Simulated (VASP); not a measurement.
# As (P6/mmm) in VASP: single point with HF

Aim: the single point of As with HF.

Everything below comes from runs of VASP 6.6.1. Logs are shortened: lines on timing, memory, paths and dates and some standing lists are left out, and cuts for length are marked.

## Step 1: The cell of the first run

The structure is hexagonal, space group P6/mmm (No. 191). The conventional cell has a = 4.502 Å, b = 4.502 Å, c = 2.890 Å, α = 90.00°, β = 90.00°, γ = 120.00°. Within 3.4 Å of As (site symmetry -6m2) lie 5 As at 2.60 to 2.89 Å.

This isn't the form of As at room conditions, which is rhombohedral.

## Step 2: Single point, HF

File POSCAR:

```
As
1.0
    4.5019077500      0.0000000000      0.0000000000
   -2.2509538750      3.8987664770      0.0000000000
    0.0000000000      0.0000000000      2.8897970105
As
2
Direct
    0.3333333333      0.6666666667      0.0000000000
    0.6666666667      0.3333333333      0.0000000000
```

File INCAR.step1:

```
SYSTEM = As
  ALGO = Normal
  EDIFF = 1E-5
  ENCUT = 400
  GGA = PE
  GGA_COMPAT = .False.
  ISIF = 2
  ISMEAR = -1
  LASPH = .True.
  LCHARG = .False.
  LREAL = .False.
  LWAVE = .True.
  NBANDS = 22
  NELM = 120
  PREC = Accurate
  SIGMA = 0.05
```

File INCAR.step2:

```
SYSTEM = As
  AEXX = 1.0
  AGGAC = 0.0
  ALDAC = 0.0
  ALGO = Normal
  EDIFF = 1E-6
  ENCUT = 400
  GGA = PE
  GGA_COMPAT = .False.
  ISIF = 2
  ISMEAR = -1
  ISTART = 1
  LASPH = .True.
  LCHARG = .False.
  LHFCALC = .True.
  LREAL = .False.
  LWAVE = .False.
  NBANDS = 22
  NELM = 120
  PREC = Accurate
  PRECFOCK = Normal
  SIGMA = 0.05
```

File KPOINTS:

```
k-points
0
Gamma
  4 4 5
  0 0 0
```

Potentials or basis: VASP PAW PBE potentials, release 64 (As_d).

The run is started by

```bash
cat potpaw_PBE.64/As_d/POTCAR > POTCAR
cp INCAR.step1 INCAR
mpirun -np 1 vasp_std > vasp.out
cp INCAR.step2 INCAR
mpirun -np 1 vasp_std > vasp.out
```

OUTCAR:

```text
SYSTEM = As
   AEXX = 1.0
   EDIFF = 1E-6
   ENCUT = 400
   GGA = PE
   ISIF = 2
   ISMEAR = -1
   ISTART = 1
   LASPH = .True.
   LHFCALC = .True.
   LREAL = .False.
   NELM = 120
   PREC = Accurate
   PRECFOCK = Normal

 ion  position               nearest neighbor table
   1  0.333  0.667  0.000-   2 2.60   2 2.60   2 2.60
   2  0.667  0.333  0.000-   1 2.60   1 2.60   1 2.60

  LATTYP: Found a hexagonal cell.
 ALAT       =     4.5019077500
 C/A-ratio  =     0.6419049814

  Lattice vectors:

 A1 = (   4.5019077500,   0.0000000000,   0.0000000000)
 A2 = (  -2.2509538750,   3.8987664770,   0.0000000000)
 A3 = (   0.0000000000,   0.0000000000,   2.8897970105)

Analysis of symmetry for initial positions (statically):
=====================================================================
 Subroutine PRICEL returns:
 Original cell was already a primitive cell.

 Routine SETGRP: Setting up the symmetry group for a
 hexagonal supercell.

 Subroutine GETGRP returns: Found 24 space group operations
 (whereof 24 operations were pure point group operations)
 out of a pool of 24 trial point group operations.

The static configuration has the point symmetry D_6h.

Analysis of symmetry for dynamics (positions and initial velocities):
=====================================================================
 Subroutine PRICEL returns:
 Original cell was already a primitive cell.

 Routine SETGRP: Setting up the symmetry group for a
 hexagonal supercell.

 Subroutine GETGRP returns: Found 24 space group operations
 (whereof 24 operations were pure point group operations)
 out of a pool of 24 trial point group operations.

The dynamic configuration has the point symmetry D_6h.

 Subroutine INISYM returns: Found 24 space group operations
 (whereof 24 operations are pure point group operations),
 and found     1 'primitive' translations

----------------------------------------------------------------------------------------

                                     Primitive cell

  volume of cell :      50.7214

  direct lattice vectors                    reciprocal lattice vectors
[... 73 lines left out ...]
   NELM   =    120;   NELMIN=  2; NELMDL=  0     # of ELM steps
   EDIFF  = 0.1E-05   stopping-criterion for ELM
   LREAL  =      F    real-space projection
   EDIFFG = 0.1E-04   stopping-criterion for IOM
   NSW    =      0    number of steps for IOM
   IBRION =     -1    ionic relax: 0-MD 1-quasi-New 2-CG
   NFREE  =      0    steps in history (QN), initial steepest desc. (CG)
   ISIF   =      2    stress and relaxation
   ISYM   =      3    0-nonsym 1-usesym 2-fastsym
   POTIM  = 0.5000    time-step for ionic-motion
   TEBEG  =    0.0;   TEEND  =   0.0 temperature during run
   PSTRESS=    0.0 pullay stress
   NELECT =      30.0000    total number of electrons
   NUPDOWN=      -1.0000    fix difference up-down
   EMIN   =  10.00;   EMAX   =-10.00  energy-range for DOS
   EFERMI =   0.00;   METHOD = LEGACY
   ISMEAR =    -1;   SIGMA  =   0.05  broadening in eV -4-tet -1-fermi 0-gaus
   EFERMI_NEDOS =   21; number of points for ismear=-14 and -15
   IALGO  =     38    algorithm
   IMIX   =      1    mixing-type and parameters
     AMIX     =   0.40;   BMIX     =  1.00
     AMIX_MAG =   1.60;   BMIX_MAG =  1.00
  volume/ion in A,a.u.               =      25.36       171.14
  Fermi-wavevector in a.u.,A,eV,Ry     =   1.374205  2.596871 25.693779  1.888439
  Thomas-Fermi vector in A             =   2.499653
   LORBIT       =      0    0 simple, 1 ext, 2 COOP (PROOUT), +10 PAW based schemes
   GGA     = PE    functional components
   LHFCALC =     T    Hartree Fock is set to
   PRECFOCK=normal    Normal, Fast or Accurate (Low or Medium for compatibility)
   ENCUT4O =  -1.0   cutoff for four orbital integrals eV
   NKREDX  =     1    reduce k-point grid by
   NKREDY  =     1    reduce k-point grid by
   NKREDZ  =     1    reduce k-point grid by
   AEXX    =    1.0000 exact exchange contribution
   HFSCREEN=    0.0000 screening length (either q_TF or 0.3 A-1)
   HFSCREENC=   0.0000 screening length for correlation (either q_TF or 0.3 A-1)
   ENCUTFOCK=  -1.0 apply spherical cutoff to Coloumb kernel
   IVDW    =     0    specifies the selected vdW correction
   LEPSILON=     F    determine dielectric tensor
   LRPA    =     F    only Hartree local field effects (RPA)
 non-spin polarized calculation
  energy-cutoff  :      400.00
  volume of cell :       50.72
 maximum number of plane-waves:       945
 NGX is ok and might be reduce to    30
  NGX = 24; NGY = 24; NGZ = 16

 number of electron      29.9999997 magnetization

 Free energy of the ion-electron system (eV)
  ---------------------------------------------------
  ext. energy  EPLUGINS =         0.00000000
  ---------------------------------------------------
  free energy    TOTEN  =       -18.58110868 eV

  energy without entropy =      -18.57633483  energy(sigma->0) =      -18.57872176

 E-fermi :   3.1926     XC(G=0):   0.0000

 val. band max:        1.7087379469   @ k =   0.2500   0.2500   0.2000
 cond. band min:       3.2273066789   @ k =   0.5000  -0.0000   0.2000
 fundamental gap:      1.5185687321
 Fermi energy:         3.1926493199

 k-point     1 :       0.0000    0.0000    0.0000
  band No.  band energies     occupation
      1     -49.8108      2.00000
      2     -49.8108      2.00000
      3     -49.7890      2.00000
      4     -49.7673      2.00000
      5     -49.7672      2.00000
      6     -49.7301      2.00000
[... 289 lines left out ...]
     21      15.9154      0.00000
     22      17.3080      0.00000

------------------------ aborting loop because EDIFF is reached ----------------------------------------

  FORCE on cell =-STRESS in cart. coord.  units (eV):
  Direction    XX          YY          ZZ          XY          YZ          ZX
  --------------------------------------------------------------------------------------
  -------------------------------------------------------------------------------------
  Total       -0.1980337     -0.1980337      0.0094700      0.0000000      0.0000000     -0.0000000
  in kB       -6.2554512     -6.2554512      0.2991356      0.0000000      0.0000000     -0.0000000
  external PRESSURE =      -4.0705889 kB  Pullay stress =       0.0000000 kB

 VOLUME and BASIS-vectors are now :
 -----------------------------------------------------------------------------
  energy-cutoff  :      400.00
  volume of cell :       50.72
      direct lattice vectors                 reciprocal lattice vectors
     4.501907750  0.000000000  0.000000000     0.222128052  0.128245691  0.000000000
    -2.250953875  3.898766477  0.000000000     0.000000000  0.256491382  0.000000000
     0.000000000  0.000000000  2.889797011     0.000000000  0.000000000  0.346045067

 POSITION                                       TOTAL-FORCE (eV/Angst)
 -----------------------------------------------------------------------------------
     -0.00000      2.59918      0.00000        -0.000000      0.000000     -0.000000
      2.25095      1.29959      0.00000         0.000000      0.000000      0.000000
 -----------------------------------------------------------------------------------
    total drift:                               -0.000000      0.000000      0.000000

  FREE ENERGIE OF THE ION-ELECTRON SYSTEM (eV)
  ---------------------------------------------------
  free  energy   TOTEN  =       -18.5811086832 eV

  energy  without entropy=      -18.5763348269  energy(sigma->0) =      -18.57872176
```

OSZICAR.step1:

```text
N       E                     dE             d eps       ncg     rms          rms(c)
DAV:   1     0.201077232391E+03    0.20108E+03   -0.12330E+04   658   0.590E+03
DAV:   2     0.210438096376E+02   -0.18003E+03   -0.17025E+03   528   0.840E+02
DAV:   3    -0.733379551645E+01   -0.28378E+02   -0.27986E+02   576   0.147E+02
DAV:   4    -0.883057576987E+01   -0.14968E+01   -0.14935E+01   606   0.385E+01
DAV:   5    -0.886289436429E+01   -0.32319E-01   -0.32318E-01   582   0.700E+00    0.342E+00
DAV:   6    -0.883187166348E+01    0.31023E-01   -0.15846E-02   666   0.150E+00    0.203E+00
DAV:   7    -0.881454997083E+01    0.17322E-01   -0.26108E-02   734   0.143E+00    0.107E-01
DAV:   8    -0.881574058939E+01   -0.11906E-02   -0.32762E-03   588   0.494E-01    0.252E-02
DAV:   9    -0.881581969645E+01   -0.79107E-04   -0.97357E-05   556   0.641E-02    0.126E-02
DAV:  10    -0.881583224341E+01   -0.12547E-04   -0.10759E-05   466   0.247E-02    0.255E-03
DAV:  11    -0.881583386032E+01   -0.16169E-05   -0.19860E-06   438   0.787E-03
   1 F= -.88158339E+01 E0= -.88099606E+01  d E =-.117466E-01
```

Wall time 20 min (1 thread of Intel Xeon Platinum 8488C (Sapphire Rapids), shared host); peak memory 0.15 GiB.

What came out:

```
Free energy            : -18.5811 eV
Pressure               : -0.4 GPa
Band gap on the k mesh : zero (bands 15 and 16 overlap by 8.54 eV)
```

Stress tensor (GPa, compression positive):
```
-0.63  0.00  0.00
 0.00 -0.63  0.00
 0.00  0.00  0.03
```

Caveat: the k points lie up to 0.43 Å⁻¹ apart, too coarse for converged energies and pressures of a metal; the PAW data sets were made with another functional, which shifts forces and pressure a little.

The gap in the log of VASP goes by the Fermi energy; the results here count the filled bands.